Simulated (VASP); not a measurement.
# SiO2 (P4_32_12) in VASP: a series of runs, part 2 of 2

VASP 6.6.1.

### 3 Single point, r2SCAN (biaxial strain in the a-b plane: +1.5 %, then relaxed in part)

Input file POSCAR:

```
SiO2
1.0
    5.0562992890      0.0000000000      0.0000000000
    0.0000000000      5.0562992890      0.0000000000
    0.0000000000      0.0000000000      6.9644040292
Si O
4 8
Direct
    0.2041189407      0.2041189407      0.0000000000
    0.2958810593      0.7041189407      0.7500000000
    0.7041189407      0.2958810593      0.2500000000
    0.7958810593      0.7958810593      0.5000000000
    0.5956778677      0.7406008672      0.6756887412
    0.4043221323      0.2593991328      0.1756887412
    0.7406008672      0.5956778677      0.3243112588
    0.2406008672      0.9043221323      0.9256887412
    0.2593991328      0.4043221323      0.8243112588
    0.0956778677      0.7593991328      0.5743112588
    0.9043221323      0.2406008672      0.0743112588
    0.7593991328      0.0956778677      0.4256887412
```

Input file INCAR.step1:

```
SYSTEM = SiO2
PREC     = Accurate       ! precision mode
ENCUT    = 520            ! plane-wave cutoff, eV
ISMEAR   = 0              ! smearing method
SIGMA    = 0.02           ! smearing width, eV
LREAL    = .False.        ! projectors in reciprocal space
LASPH    = .True.         ! aspherical terms in the spheres
NELM     = 80             ! most SCF steps
NBANDS   = 44             ! bands
GGA      = PE             ! functional
ALGO     = Normal         ! electronic algorithm
EDIFF    = 1E-4           ! SCF threshold, eV
LWAVE    = .True.         ! write WAVECAR
LCHARG   = .False.        ! write CHGCAR
```

Input file INCAR.step2:

```
SYSTEM = SiO2
PREC     = Accurate       ! precision mode
ENCUT    = 520            ! plane-wave cutoff, eV
EDIFF    = 1E-6           ! SCF threshold, eV
ISMEAR   = 0              ! smearing method
SIGMA    = 0.02           ! smearing width, eV
LREAL    = .False.        ! projectors in reciprocal space
LASPH    = .True.         ! aspherical terms in the spheres
NELM     = 80             ! most SCF steps
ALGO     = Normal         ! electronic algorithm
ISIF     = 2              ! what is computed and relaxed
LWAVE    = .False.        ! write WAVECAR
LCHARG   = .False.        ! write CHGCAR
METAGGA  = R2SCAN         ! meta-GGA
LMIXTAU  = .True.       
NBANDS   = 44             ! bands
ISTART   = 1
```

Input file KPOINTS:

```
regular mesh
0
Gamma
  6 6 4
  0 0 0
```

Potentials or basis: VASP PAW PBE potentials, release 64 (Si, O).

On the command line:

```sh
$ cat potpaw_PBE.64/Si/POTCAR potpaw_PBE.64/O/POTCAR > POTCAR
$ cp INCAR.step1 INCAR
$ mpirun -np 1 vasp_std > vasp.out
$ cp INCAR.step2 INCAR
$ mpirun -np 1 vasp_std > vasp.out
```

OUTCAR:

```text
SYSTEM = SiO2
   PREC = Accurate
   ENCUT = 520
   EDIFF = 1E-6
   ISMEAR = 0
   LREAL = .False.
   LASPH = .True.
   NELM = 80
   ISIF = 2
   METAGGA = R2SCAN
   ISTART = 1

 ion  position               nearest neighbor table
   1  0.204  0.204  0.000-   8 1.61  11 1.61   9 1.61   6 1.61   2 3.10   3 3.10   2 3.10   3 3.10

   2  0.296  0.704  0.750-   5 1.61   9 1.61   8 1.61  10 1.61   1 3.10   4 3.10   1 3.10   4 3.10

   3  0.704  0.296  0.250-   6 1.61   7 1.61  11 1.61  12 1.61   1 3.10   4 3.10   4 3.10   1 3.10

   4  0.796  0.796  0.500-  10 1.61  12 1.61   5 1.61   7 1.61   2 3.10   3 3.10   3 3.10   2 3.10

   5  0.596  0.741  0.676-   2 1.61   4 1.61
   6  0.404  0.259  0.176-   3 1.61   1 1.61
   7  0.741  0.596  0.324-   3 1.61   4 1.61
   8  0.241  0.904  0.926-   1 1.61   2 1.61
   9  0.259  0.404  0.824-   2 1.61   1 1.61
  10  0.096  0.759  0.574-   4 1.61   2 1.61
  11  0.904  0.241  0.074-   1 1.61   3 1.61
  12  0.759  0.096  0.426-   4 1.61   3 1.61

  LATTYP: Found a simple tetragonal cell.
 ALAT       =     5.0562992890
 C/A-ratio  =     1.3773717953

  Lattice vectors:

 A1 = (   5.0562992890,   0.0000000000,   0.0000000000)
 A2 = (   0.0000000000,   5.0562992890,   0.0000000000)
 A3 = (   0.0000000000,   0.0000000000,   6.9644040292)

Analysis of symmetry for initial positions (statically):
=====================================================================
 Subroutine PRICEL returns:
 Original cell was already a primitive cell.

 Routine SETGRP: Setting up the symmetry group for a
 simple tetragonal supercell.

 Subroutine GETGRP returns: Found  8 space group operations
 (whereof  2 operations were pure point group operations)
 out of a pool of 16 trial point group operations.

The static configuration has the point symmetry C_2 .
[... 162 lines left out ...]
   AEXX    =    0.0000 exact exchange contribution
   IVDW    =     0    specifies the selected vdW correction
   LEPSILON=     F    determine dielectric tensor
   LRPA    =     F    only Hartree local field effects (RPA)
 non-spin polarized calculation
 Gauss-broadening in eV      SIGMA  =   0.02
  energy-cutoff  :      520.00
  volume of cell :      178.05
 maximum number of plane-waves:      4834
 NGX is ok and might be reduce to    40
   NGX = 19   NGY = 19   NGZ = 25

 number of electron      64.0000017 magnetization

 Free energy of the ion-electron system (eV)
  ---------------------------------------------------
  ext. energy  EPLUGINS =         0.00000000
  ---------------------------------------------------
  free energy    TOTEN  =      -119.16275491 eV

  energy without entropy =     -119.16275491  energy(sigma->0) =     -119.16275491

 E-fermi :  -0.4209     XC(G=0):  -8.6560

 val. band max:       -0.5334289020   @ k =   0.0000   0.0000   0.0000
 cond. band min:       5.7204930582   @ k =   0.0000   0.0000   0.0000
 fundamental gap:      6.2539219602
 Fermi energy:        -0.4209494238

 k-point     1 :       0.0000    0.0000    0.0000
  band No.  band energies     occupation
      1     -20.9777      2.00000
      2     -20.0836      2.00000
      3     -20.0836      2.00000
      4     -18.9452      2.00000
      5     -18.9417      2.00000
      6     -18.9383      2.00000
[... 1117 lines left out ...]
     43      11.8046      0.00000
     44      11.8046      0.00000

 [... further k-points ...]

------------------------ aborting loop because EDIFF is reached ----------------------------------------

  FORCE on cell =-STRESS in cart. coord.  units (eV):
  Direction    XX          YY          ZZ          XY          YZ          ZX
  --------------------------------------------------------------------------------------
  -------------------------------------------------------------------------------------
  Total       -0.7086041     -0.7086041      0.1513703      0.0000000      0.0000000      0.0000000
  in kB       -6.3762412     -6.3762412      1.3620772      0.0000000      0.0000000      0.0000000
  external PRESSURE =      -3.7968017 kB  Pullay stress =       0.0000000 kB

 VOLUME and BASIS-vectors are now :
 -----------------------------------------------------------------------------
  energy-cutoff  :      520.00
  volume of cell :      178.05
      direct lattice vectors                 reciprocal lattice vectors
     5.056299289  0.000000000  0.000000000     0.197773103  0.000000000  0.000000000
     0.000000000  5.056299289  0.000000000     0.000000000  0.197773103  0.000000000
     0.000000000  0.000000000  6.964404029     0.000000000  0.000000000  0.143587304

 POSITION                                       TOTAL-FORCE (eV/Angst)
 -----------------------------------------------------------------------------------
      1.03209      1.03209      0.00000        -0.018375     -0.018375     -0.000000
      1.49606      3.56024      5.22330         0.018375     -0.018375     -0.000000
      3.56024      1.49606      1.74110        -0.018375      0.018375     -0.000000
      4.02421      4.02421      3.48220         0.018375      0.018375     -0.000000
      3.01193      3.74470      4.70577         0.000453     -0.000179     -0.002605
      2.04437      1.31160      1.22357        -0.000453      0.000179     -0.002605
      3.74470      3.01193      2.25863        -0.000179      0.000453      0.002605
      1.21655      4.57252      6.44687        -0.000179     -0.000453     -0.002605
      1.31160      2.04437      5.74084         0.000179     -0.000453      0.002605
      0.48378      3.83975      3.99974         0.000453      0.000179      0.002605
      4.57252      1.21655      0.51753        -0.000453     -0.000179      0.002605
      3.83975      0.48378      2.96467         0.000179      0.000453     -0.002605
 -----------------------------------------------------------------------------------
    total drift:                                0.000000     -0.000000     -0.000000

  FREE ENERGIE OF THE ION-ELECTRON SYSTEM (eV)
  ---------------------------------------------------
  free  energy   TOTEN  =      -119.1627549071 eV

  energy  without entropy=     -119.1627549071  energy(sigma->0) =     -119.16275491
```

OUTCAR.step1:

```text
SYSTEM = SiO2
   PREC = Accurate
   ENCUT = 520
   ISMEAR = 0
   LREAL = .False.
   LASPH = .True.
   NELM = 80
[... 1395 lines left out ...]
      0.48378      3.83975      3.99974         0.125600      0.026500     -0.204309
      4.57252      1.21655      0.51753        -0.125600     -0.026500     -0.204309
      3.83975      0.48378      2.96467         0.026500      0.125600      0.204309
 -----------------------------------------------------------------------------------
    total drift:                                0.000000     -0.000000     -0.000000

  FREE ENERGIE OF THE ION-ELECTRON SYSTEM (eV)
  ---------------------------------------------------
  free  energy   TOTEN  =       -94.8879203703 eV

  energy  without entropy=      -94.8879203703  energy(sigma->0) =      -94.88792037
```

OSZICAR.step1:

```text
N       E                     dE             d eps       ncg     rms          rms(c)
DAV:   1     0.416107215490E+03    0.41611E+03   -0.32660E+04  2640   0.132E+03
DAV:   2    -0.751496384603E+02   -0.49126E+03   -0.47481E+03  3368   0.314E+02
DAV:   3    -0.107581685863E+03   -0.32432E+02   -0.32278E+02  3216   0.857E+01
DAV:   4    -0.108013466222E+03   -0.43178E+00   -0.43099E+00  3312   0.109E+01
DAV:   5    -0.108021185961E+03   -0.77197E-02   -0.77147E-02  3220   0.142E+00    0.296E+01
DAV:   6    -0.948824307260E+02    0.13139E+02   -0.50295E+01  3048   0.326E+01    0.140E+01
DAV:   7    -0.948876693992E+02   -0.52387E-02   -0.14767E+00  3228   0.503E+00    0.509E+00
DAV:   8    -0.948745216103E+02    0.13148E-01   -0.76675E-02  3164   0.169E+00    0.198E+00
DAV:   9    -0.948853034315E+02   -0.10782E-01   -0.42720E-02  3008   0.120E+00    0.369E-01
DAV:  10    -0.948879530429E+02   -0.26496E-02   -0.43304E-03  2896   0.314E-01    0.116E-01
DAV:  11    -0.948879085150E+02    0.44528E-04   -0.11443E-03  3212   0.175E-01    0.186E-02
DAV:  12    -0.948879203703E+02   -0.11855E-04   -0.27085E-05  1932   0.287E-02
   1 F= -.94887920E+02 E0= -.94887920E+02  d E =-.162311E-32
```

Wall time 11 min (1 thread of Intel Xeon Platinum 8259CL at 2.50GHz (Skylake/Cascade Lake), shared host); peak memory 0.4 GiB.

Results:

* Free energy: -119.1628 eV
* Pressure: -0.4 GPa
* Largest force: 0.026 eV/Å
* Band gap on the k mesh: 6.25 eV

Forces in eV/Å, atoms in the order of the input:
```
Si  -0.018 -0.018  0.000
Si   0.018 -0.018  0.000
Si  -0.018  0.018  0.000
Si   0.018  0.018  0.000
O    0.000  0.000 -0.003
O    0.000  0.000 -0.003
O    0.000  0.000  0.003
O    0.000  0.000 -0.003
O    0.000  0.000  0.003
O    0.000  0.000  0.003
O    0.000  0.000  0.003
O    0.000  0.000 -0.003
```

Stress tensor (GPa, compression positive):
```
-0.64  0.00  0.00
 0.00 -0.64  0.00
 0.00  0.00  0.14
```

Caveat: the cell differs from its parent crystal (biaxial strain in the a-b plane: +1.5 %, then relaxed in part); the PAW data sets were made with another functional, which shifts forces and pressure a little.

### 4 Single point, r2SCAN

This run uses another cell than the first one, of 9.66 Å³/atom.

Input file POSCAR:

```
SiO2
1.0
    4.4628932341      0.0000000000      0.0000000000
    0.0000000000      4.4628932341      0.0000000000
    0.0000000000      0.0000000000      5.8192516754
Si O
4 8
Direct
    0.1489547293      0.1489547293      0.0000000000
    0.3510452707      0.6489547293      0.7500000000
    0.6489547293      0.3510452707      0.2500000000
    0.8510452707      0.8510452707      0.5000000000
    0.7008673002      0.7181591986      0.7289269004
    0.2991326998      0.2818408014      0.2289269004
    0.7181591986      0.7008673002      0.2710730996
    0.2181591986      0.7991326998      0.9789269004
    0.2818408014      0.2991326998      0.7710730996
    0.2008673002      0.7818408014      0.5210730996
    0.7991326998      0.2181591986      0.0210730996
    0.7818408014      0.2008673002      0.4789269004
```

Input file INCAR.step1:

```
ALGO = Normal
EDIFF = 1E-4
ENCUT = 520
GGA = PE
ISMEAR = 0
LASPH = True
LCHARG = False
LREAL = False
LWAVE = True
NBANDS = 44
NELM = 60
PREC = Accurate
SIGMA = 0.02
```

Input file INCAR.step2:

```
ALGO = Normal
EDIFF = 1E-6
ENCUT = 520
ISIF = 2
ISMEAR = 0
ISTART = 1
LASPH = True
LCHARG = False
LMIXTAU = True
LREAL = False
LWAVE = False
METAGGA = R2SCAN
NBANDS = 44
NELM = 60
PREC = Accurate
SIGMA = 0.02
```

Input file KPOINTS:

```
k-points
0
Gamma
  6 6 4
```

On the command line:

```sh
$ cat potpaw_PBE.64/Si/POTCAR potpaw_PBE.64/O/POTCAR > POTCAR
$ cp INCAR.step1 INCAR
$ mpirun -np 1 vasp_std > vasp.out
$ cp INCAR.step2 INCAR
$ mpirun -np 1 vasp_std > vasp.out
```

Wall time 12 min (1 thread of AMD EPYC 7R13, shared host); peak memory 0.3 GiB.

The run converged. Its results:

```
Free energy            : -116.9604 eV
Pressure               : 20.6 GPa
Largest force          : 0.052 eV/Å
Band gap on the k mesh : 6.98 eV
```

Forces in eV/Å, atoms in the order of the input:
```
Si  -0.036 -0.036  0.000
Si   0.036 -0.036  0.000
Si  -0.036  0.036  0.000
Si   0.036  0.036  0.000
O    0.019 -0.003  0.017
O   -0.019  0.003  0.017
O   -0.003  0.019 -0.017
O   -0.003 -0.019  0.017
O    0.003 -0.019 -0.017
O    0.019  0.003 -0.017
O   -0.019 -0.003 -0.017
O    0.003  0.019  0.017
```

Levels at points of the mesh, in eV from the valence-band top:
| k point | band 30 | band 31 | band 32 | band 33 | band 34 | band 35 |
| --- | --- | --- | --- | --- | --- | --- |
| (0.00, 0.00, 0.00) | -1.07 | -1.07 | 0.00 | 6.98 | 9.40 | 9.68 |
| (0.50, 0.00, 0.00) | -0.99 | -0.67 | -0.67 | 9.47 | 9.47 | 10.10 |
| (0.50, 0.50, 0.00) | -1.00 | -0.76 | -0.76 | 8.92 | 8.92 | 9.83 |
| (0.00, 0.00, 0.50) | -1.29 | -0.62 | -0.62 | 8.45 | 8.45 | 9.70 |
| (0.50, 0.00, 0.50) | -1.07 | -0.51 | -0.51 | 10.01 | 10.01 | 10.54 |
| (0.50, 0.50, 0.50) | -0.57 | -0.57 | -0.57 | 9.72 | 9.72 | 9.72 |

Caveat: the cell stands under pressure; the PAW data sets were made with another functional, which shifts forces and pressure a little. A k mesh can miss the band edges.

### 5 Single point, r2SCAN

This run uses another cell than the first one, of 10.73 Å³/atom.

Input file POSCAR:

```
SiO2
1.0
    4.5974141045      0.0000000000      0.0000000000
    0.0000000000      4.5974141045      0.0000000000
    0.0000000000      0.0000000000      6.0892606596
Si O
4 8
Direct
    0.1594978313      0.1594978313      0.0000000000
    0.3405021687      0.6594978313      0.7500000000
    0.6594978313      0.3405021687      0.2500000000
    0.8405021687      0.8405021687      0.5000000000
    0.6813206687      0.7216190459      0.7180141035
    0.3186793313      0.2783809541      0.2180141035
    0.7216190459      0.6813206687      0.2819858965
    0.2216190459      0.8186793313      0.9680141035
    0.2783809541      0.3186793313      0.7819858965
    0.1813206687      0.7783809541      0.5319858965
    0.8186793313      0.2216190459      0.0319858965
    0.7783809541      0.1813206687      0.4680141035
```

Input file INCAR.step1:

```
SYSTEM = SiO2
PREC = Accurate
ENCUT = 520
ISMEAR = 0
SIGMA = 0.02
LREAL = .FALSE.
LASPH = .TRUE.
NELM = 60
NBANDS = 44
GGA = PE
ALGO = Normal
EDIFF = 1E-4
LWAVE = .TRUE.
LCHARG = .FALSE.
```

Input file INCAR.step2:

```
SYSTEM = SiO2
PREC = Accurate
ENCUT = 520
EDIFF = 1E-7
ISMEAR = 0
SIGMA = 0.02
LREAL = .FALSE.
LASPH = .TRUE.
NELM = 60
ALGO = Normal
ISIF = 2
LWAVE = .FALSE.
LCHARG = .FALSE.
METAGGA = R2SCAN
LMIXTAU = .TRUE.
NBANDS = 44
ISTART = 1
```

Input file KPOINTS:

```
regular mesh
0
G
  6 6 4
  0 0 0
```

On the command line:

```sh
$ cat potpaw_PBE.64/Si/POTCAR potpaw_PBE.64/O/POTCAR > POTCAR
$ cp INCAR.step1 INCAR
$ mpirun -np 1 vasp_std > vasp.out
$ cp INCAR.step2 INCAR
$ mpirun -np 1 vasp_std > vasp.out
```

It took 12 min on 1 thread of AMD EPYC 7R13, shared host; peak memory 0.32 GiB.

Results (log left out):

- Free energy: -118.1503 eV
- Pressure: 10.4 GPa
- Largest force: 0.035 eV/Å
- Band gap on the k mesh: 6.87 eV

Forces in eV/Å, atoms in the order of the input:
```
Si  -0.025 -0.025  0.000
Si   0.025 -0.025  0.000
Si  -0.025  0.025  0.000
Si   0.025  0.025  0.000
O    0.017 -0.001  0.008
O   -0.017  0.001  0.008
O   -0.001  0.017 -0.008
O   -0.001 -0.017  0.008
O    0.001 -0.017 -0.008
O    0.017  0.001 -0.008
O   -0.017 -0.001 -0.008
O    0.001  0.017  0.008
```

Stress tensor (GPa, compression positive):
```
10.48  0.00  0.00
 0.00 10.48  0.00
 0.00  0.00 10.36
```

Levels at points of the mesh, in eV from the valence-band top:
```csv
k point,band 30,band 31,band 32,band 33,band 34,band 35
"(0.00, 0.00, 0.00)",-0.85,-0.85,0.00,6.87,9.75,9.75
"(0.50, 0.00, 0.00)",-0.91,-0.57,-0.57,9.28,9.28,10.12
"(0.50, 0.50, 0.00)",-0.77,-0.59,-0.59,9.27,9.27,9.83
"(0.00, 0.00, 0.50)",-1.09,-0.48,-0.48,8.47,8.47,9.80
"(0.50, 0.00, 0.50)",-0.98,-0.37,-0.37,9.78,9.78,10.58
"(0.50, 0.50, 0.50)",-0.47,-0.47,-0.47,9.96,9.96,9.96
```

Caveat: the cell stands under pressure; the PAW data sets were made with another functional, which shifts forces and pressure a little.

### 6 The runs side by side

```csv
cell,gap on the mesh (eV),pressure (GPa),largest force (eV/Å)
"a = 5.056, b = 5.056, c = 6.858 Å, 12 atoms, atomic positions A",6.21,-3.3,0.57
"a = 5.056, b = 5.056, c = 6.964 Å, 12 atoms, atomic positions B",6.25,-0.4,0.03
"a = 4.463, b = 4.463, c = 5.819 Å, 12 atoms, atomic positions C",6.98,20.6,0.05
"a = 4.597, b = 4.597, c = 6.089 Å, 12 atoms, atomic positions D",6.87,10.4,0.04
```

Alike in all rows: task single point; level r2SCAN; potentials or basis VASP PAW PBE potentials, release 64 (Si, O); no spin polarisation; k mesh 6 × 6 × 4; cutoff (eV) 520; smearing gaussian 0.02 eV.

Caveats: the PAW data sets were made with another functional, which shifts forces and pressure a little; the cell stands under pressure (at least some runs); the cell stands under tension (at least some runs).

Total energies depend on the potentials used, so only differences within one code and one set of settings carry meaning.
